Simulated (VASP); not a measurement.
# SiO2 (P4_12_12) in VASP: dielectric tensor with PBEsol

Aim: the dielectric tensor of SiO2 with PBEsol.

Everything below comes from runs of VASP 6.6.1. Logs are shortened: lines on timing, memory, paths and dates and some standing lists are left out, and cuts for length are marked.

## 1. The cell of the first run

Symmetry: P4_12_12, No. 92, tetragonal system. The conventional cell has a = 4.982 Å, b = 4.982 Å, c = 6.963 Å, α = 90.00°, β = 90.00°, γ = 90.00°. Si (site symmetry 2) has 4 O at 1.60 to 1.61 Å within 2.1 Å. Within 2.1 Å of O (site symmetry 1) lie 2 Si at 1.60 to 1.61 Å.

## 2. Dielectric tensor, PBEsol

Input file INCAR:

```
SYSTEM = SiO2
ALGO     = Normal         ! electronic algorithm
EDIFF    = 1E-8           ! SCF threshold, eV
ENCUT    = 520            ! plane-wave cutoff, eV
GGA      = PS             ! functional
GGA_COMPAT= .False.      
ISIF     = 2              ! what is computed and relaxed
ISMEAR   = 0              ! smearing method
KPAR     = 4            
LASPH    = .True.         ! aspherical terms in the spheres
LCHARG   = .False.        ! write CHGCAR
LEPSILON = .True.         ! dielectric tensor by DFPT
LREAL    = .False.        ! projectors in reciprocal space
LWAVE    = .False.        ! write WAVECAR
NELM     = 120            ! most SCF steps
PREC     = Accurate       ! precision mode
SIGMA    = 0.01           ! smearing width, eV
```

Input file KPOINTS:

```
k-points
0
Gamma
  4 4 4
  0 0 0
```

Input file POSCAR:

```
SiO2
1.0
    4.9820000000      0.0000000000      0.0000000000
    0.0000000000      4.9820000000      0.0000000000
    0.0000000000      0.0000000000      6.9630000000
Si O
4 8
Direct
    0.2989700000      0.2989700000      0.0000000000
    0.2010300000      0.7989700000      0.2500000000
    0.7010300000      0.7010300000      0.5000000000
    0.7989700000      0.2010300000      0.7500000000
    0.2398900000      0.1034700000      0.1781300000
    0.1034700000      0.2398900000      0.8218700000
    0.2601100000      0.6034700000      0.0718700000
    0.3965300000      0.7398900000      0.4281300000
    0.6034700000      0.2601100000      0.9281300000
    0.7398900000      0.3965300000      0.5718700000
    0.7601100000      0.8965300000      0.6781300000
    0.8965300000      0.7601100000      0.3218700000
```

Potentials or basis: VASP PAW PBE potentials, release 64 (Si, O).

Command:

```
> cat potpaw_PBE.64/Si/POTCAR potpaw_PBE.64/O/POTCAR > POTCAR
> mpirun -np 4 vasp_std > vasp.out
```

OUTCAR:

```text
SYSTEM = SiO2
   EDIFF = 1E-8
   ENCUT = 520
   GGA = PS
   ISIF = 2
   ISMEAR = 0
   LASPH = .True.
   LEPSILON = .True.
   LREAL = .False.
   NELM = 120
   PREC = Accurate

 ion  position               nearest neighbor table
   1  0.299  0.299  0.000-   5 1.60   6 1.60   7 1.61   9 1.61   2 3.08   4 3.08   2 3.08   4 3.08

   2  0.201  0.799  0.250-   7 1.60   8 1.60   5 1.61  12 1.61   1 3.08   3 3.08   1 3.08   3 3.08

   3  0.701  0.701  0.500-  11 1.60  12 1.60   8 1.61  10 1.61   2 3.08   4 3.08   4 3.08   2 3.08

   4  0.799  0.201  0.750-   9 1.60  10 1.60   6 1.61  11 1.61   1 3.08   3 3.08   3 3.08   1 3.08

   5  0.240  0.103  0.178-   1 1.60   2 1.61
   6  0.103  0.240  0.822-   1 1.60   4 1.61
   7  0.260  0.603  0.072-   2 1.60   1 1.61
   8  0.397  0.740  0.428-   2 1.60   3 1.61
   9  0.603  0.260  0.928-   4 1.60   1 1.61
  10  0.740  0.397  0.572-   4 1.60   3 1.61
  11  0.760  0.897  0.678-   3 1.60   4 1.61
  12  0.897  0.760  0.322-   3 1.60   2 1.61

  LATTYP: Found a simple tetragonal cell.
 ALAT       =     4.9820000000
 C/A-ratio  =     1.3976314733

  Lattice vectors:

 A1 = (   4.9820000000,   0.0000000000,   0.0000000000)
 A2 = (   0.0000000000,   4.9820000000,   0.0000000000)
 A3 = (   0.0000000000,   0.0000000000,   6.9630000000)

Analysis of symmetry for initial positions (statically):
=====================================================================
 Subroutine PRICEL returns:
 Original cell was already a primitive cell.

 Routine SETGRP: Setting up the symmetry group for a
 simple tetragonal supercell.

 Subroutine GETGRP returns: Found  8 space group operations
 (whereof  2 operations were pure point group operations)
 out of a pool of 16 trial point group operations.

The static configuration has the point symmetry C_2 .
 The point group associated with its full space group is D_4 .

Analysis of symmetry for dynamics (positions and initial velocities):
=====================================================================
 Subroutine PRICEL returns:
 Original cell was already a primitive cell.

 Routine SETGRP: Setting up the symmetry group for a
 simple tetragonal supercell.

 Subroutine GETGRP returns: Found  8 space group operations
 (whereof  2 operations were pure point group operations)
 out of a pool of 16 trial point group operations.

The dynamic configuration has the point symmetry C_2 .
 The point group associated with its full space group is D_4 .

 Subroutine INISYM returns: Found  8 space group operations
 (whereof  2 operations are pure point group operations),
 and found     1 'primitive' translations

----------------------------------------------------------------------------------------

                                     Primitive cell

  volume of cell :     172.8239

  direct lattice vectors                    reciprocal lattice vectors
     4.982000000  0.000000000  0.000000000     0.200722601  0.000000000  0.000000000
     0.000000000  4.982000000  0.000000000     0.000000000  0.200722601  0.000000000
     0.000000000  0.000000000  6.963000000     0.000000000  0.000000000  0.143616257

  length of vectors
     4.982000000  4.982000000  6.963000000     0.200722601  0.200722601  0.143616257

  position of ions in fractional coordinates (direct lattice)
     0.298970000  0.298970000  0.000000000
     0.201030000  0.798970000  0.250000000
     0.701030000  0.701030000  0.500000000
     0.798970000  0.201030000  0.750000000
     0.239890000  0.103470000  0.178130000
     0.103470000  0.239890000  0.821870000
     0.260110000  0.603470000  0.071870000
     0.396530000  0.739890000  0.428130000
     0.603470000  0.260110000  0.928130000
     0.739890000  0.396530000  0.571870000
     0.760110000  0.896530000  0.678130000
     0.896530000  0.760110000  0.321870000

[... 136 lines left out ...]
      6     -17.2646      2.00000
[... 745 lines left out ...]
     38       9.8056      0.00000
     39       9.8056      0.00000

  FORCE on cell =-STRESS in cart. coord.  units (eV):
  Direction    XX          YY          ZZ          XY          YZ          ZX
  --------------------------------------------------------------------------------------
  -------------------------------------------------------------------------------------
  Total        4.6275221      4.6275221      5.3175925      0.0000000      0.0000000      0.0000000
  in kB       42.8997973     42.8997973     49.2971481      0.0000000      0.0000000      0.0000000
  external PRESSURE =      45.0322476 kB  Pullay stress =       0.0000000 kB

 VOLUME and BASIS-vectors are now :
 -----------------------------------------------------------------------------
  energy-cutoff  :      520.00
  volume of cell :      172.82
      direct lattice vectors                 reciprocal lattice vectors
     4.982000000  0.000000000  0.000000000     0.200722601  0.000000000  0.000000000
     0.000000000  4.982000000  0.000000000     0.000000000  0.200722601  0.000000000
     0.000000000  0.000000000  6.963000000     0.000000000  0.000000000  0.143616257

 POSITION                                       TOTAL-FORCE (eV/Angst)
 -----------------------------------------------------------------------------------
      1.48947      1.48947      0.00000         0.114496      0.114496      0.000000
      1.00153      3.98047      1.74075        -0.114496      0.114496      0.000000
      3.49253      3.49253      3.48150        -0.114496     -0.114496      0.000000
      3.98047      1.00153      5.22225         0.114496     -0.114496      0.000000
      1.19513      0.51549      1.24032        -0.069262      0.038618      0.311381
      0.51549      1.19513      5.72268         0.038618     -0.069262     -0.311381
      1.29587      3.00649      0.50043         0.069262      0.038618     -0.311381
      1.97551      3.68613      2.98107        -0.038618     -0.069262      0.311381
      3.00649      1.29587      6.46257         0.038618      0.069262      0.311381
      3.68613      1.97551      3.98193        -0.069262     -0.038618     -0.311381
      3.78687      4.46651      4.72182         0.069262     -0.038618      0.311381
      4.46651      3.78687      2.24118        -0.038618      0.069262     -0.311381
 -----------------------------------------------------------------------------------
    total drift:                                0.000000     -0.000000     -0.000000

  FREE ENERGIE OF THE ION-ELECTRON SYSTEM (eV)
  ---------------------------------------------------
  free  energy   TOTEN  =       -98.6248096518 eV

  energy  without entropy=      -98.6248096518  energy(sigma->0) =      -98.62480965

 HEAD OF MICROSCOPIC STATIC DIELECTRIC TENSOR (INDEPENDENT PARTICLE, excluding Hartree and local field effects)
 ------------------------------------------------------
           2.363706     0.000000     0.000000
           0.000000     2.363706     0.000000
           0.000000     0.000000     2.385663
 ------------------------------------------------------

 Free energy of the ion-electron system (eV)
  ---------------------------------------------------
  ---------------------------------------------------
  free energy    TOTEN  =        -0.65954519 eV

  energy without entropy =       -0.65954519

------------------------ aborting loop because EDIFF is reached ----------------------------------------

--------------------------------------- Ionic step        2  -------------------------------------------

------------------------ aborting loop because EDIFF is reached ----------------------------------------

--------------------------------------- Ionic step        3  -------------------------------------------

 Free energy of the ion-electron system (eV)
  ---------------------------------------------------
  ---------------------------------------------------
  free energy    TOTEN  =        -0.65397087 eV

  energy without entropy =       -0.65397087

------------------------ aborting loop because EDIFF is reached ----------------------------------------

 PIEZOELECTRIC TENSOR FIELD DIRECTION 3  (e Angst)
 -----------------------------------------------------------------------------
     0.00018 -0.00000  0.00000           ( -0.00000  0.00000  0.00000)
     0.00000  0.00018  0.00000           (  0.00000 -0.00000  0.00000)
     0.00000 -0.00000 -0.00035           (  0.00000  0.00000 -0.00001)

 PIEZOELECTRIC TENSOR FIELD DIRECTION 3  (C/m^2)
 -----------------------------------------------------------------------------
     0.00002 -0.00000  0.00000
     0.00000  0.00002  0.00000
     0.00000 -0.00000 -0.00003

 MACROSCOPIC STATIC DIELECTRIC TENSOR (including local field effects in DFT)
 ------------------------------------------------------
           2.264804     0.000000    -0.000000
           0.000000     2.264804     0.000000
           0.000000     0.000000     2.254897
 ------------------------------------------------------

 PIEZOELECTRIC TENSOR (including local field effects)  for field in x, y, z        (e  Angst)
          XX          YY          ZZ          XY          YZ          ZX
  --------------------------------------------------------------------------------
  x     0.00000     0.00000     0.00000     0.00000     0.22319     0.00000
  y     0.00000     0.00000     0.00000     0.00000     0.00000    -0.22319
  z    -0.00000    -0.00000    -0.00000     0.00000     0.00000     0.00000

 PIEZOELECTRIC TENSOR (including local field effects)  for field in x, y, z        (C/m^2)
          XX          YY          ZZ          XY          YZ          ZX
  --------------------------------------------------------------------------------
  x     0.00000     0.00000     0.00000     0.00000     0.02069     0.00000
  y     0.00000     0.00000     0.00000     0.00000     0.00000    -0.02069
  z    -0.00000    -0.00000    -0.00000     0.00000     0.00000     0.00000

 BORN EFFECTIVE CHARGES (including local field effects) (in |e|, cummulative output)
 ---------------------------------------------------------------------------------
 ion    1
    1     3.31314     0.01837     0.18287
    2     0.01837     3.31314    -0.18287
    3    -0.33827     0.33827     3.27549
 ion    2
    1     3.31314    -0.01837     0.18287
    2    -0.01837     3.31314     0.18287
    3    -0.33827    -0.33827     3.27549
 ion    3
    1     3.31314     0.01837    -0.18287
    2     0.01837     3.31314     0.18287
    3     0.33827    -0.33827     3.27549
 ion    4
    1     3.31314    -0.01837    -0.18287
    2    -0.01837     3.31314    -0.18287
    3     0.33827     0.33827     3.27549
 ion    5
[... 16 lines left out ...]
    1    -2.27574     0.20790     0.80684
    2     0.14933    -1.03740    -0.06288
    3     0.79914    -0.20124    -1.63775
 ion   10
    1    -1.03740     0.14933    -0.06288
    2     0.20790    -2.27574     0.80684
    3    -0.20124     0.79914    -1.63775
 ion   11
    1    -1.03740    -0.14933    -0.06288
    2    -0.20790    -2.27574    -0.80684
    3    -0.20124    -0.79914    -1.63775
 ion   12
    1    -2.27574    -0.20790     0.80684
    2    -0.14933    -1.03740     0.06288
    3     0.79914     0.20124    -1.63775
```

Wall time 7.2 min (4 MPI ranks of Intel Xeon Platinum 8259CL at 2.50GHz (Skylake/Cascade Lake), shared host); peak memory 0.63 GiB.

Results:

- Band gap on the k mesh: 5.71 eV
- Electronic dielectric tensor (diagonal): 2.26, 2.26, 2.25
- Born charges (mean of the diagonal): Si +3.30; O -1.65 e

Levels at points of the mesh, in eV from the valence-band top:
```
           k point  band 30  band 31  band 32  band 33  band 34  band 35
(0.00, 0.00, 0.00)    -0.26    -0.26     0.00     5.71     8.76     8.76
(0.50, 0.00, 0.00)    -0.66    -0.47    -0.47     7.75     7.75     9.21
(0.50, 0.50, 0.00)    -0.61    -0.56    -0.56     8.70     8.70     8.84
(0.00, 0.00, 0.50)    -0.51    -0.40    -0.40     6.95     6.95     9.36
(0.50, 0.00, 0.50)    -0.95    -0.16    -0.16     8.06     8.06     8.93
(0.50, 0.50, 0.50)    -0.64    -0.64    -0.64     9.22     9.22     9.22
```

Electronic dielectric tensor:
```
2.26 0.00 0.00
0.00 2.26 0.00
0.00 0.00 2.25
```

Born effective charge tensors (e):
atom 1, Si
```
 3.31  0.02  0.18
 0.02  3.31 -0.18
-0.34  0.34  3.28
```
atom 2, Si
```
 3.31 -0.02  0.18
-0.02  3.31  0.18
-0.34 -0.34  3.28
```
atom 3, Si
```
 3.31  0.02 -0.18
 0.02  3.31  0.18
 0.34 -0.34  3.28
```
atom 4, Si
```
 3.31 -0.02 -0.18
-0.02  3.31 -0.18
 0.34  0.34  3.28
```
atom 5, O
```
-1.04 -0.15  0.06
-0.21 -2.28  0.81
 0.20  0.80 -1.64
```
atom 6, O
```
-2.28 -0.21 -0.81
-0.15 -1.04 -0.06
-0.80 -0.20 -1.64
```
atom 7, O
```
-1.04  0.15  0.06
 0.21 -2.28 -0.81
 0.20 -0.80 -1.64
```
atom 8, O
```
-2.28  0.21 -0.81
 0.15 -1.04  0.06
-0.80  0.20 -1.64
```
atom 9, O
```
-2.28  0.21  0.81
 0.15 -1.04 -0.06
 0.80 -0.20 -1.64
```
atom 10, O
```
-1.04  0.15 -0.06
 0.21 -2.28  0.81
-0.20  0.80 -1.64
```
atom 11, O
```
-1.04 -0.15 -0.06
-0.21 -2.28 -0.81
-0.20 -0.80 -1.64
```
atom 12, O
```
-2.28 -0.21  0.81
-0.15 -1.04  0.06
 0.80  0.20 -1.64
```

Caveat: the PAW data sets were made with another functional, which shifts forces and pressure a little. A k mesh can miss the band edges.
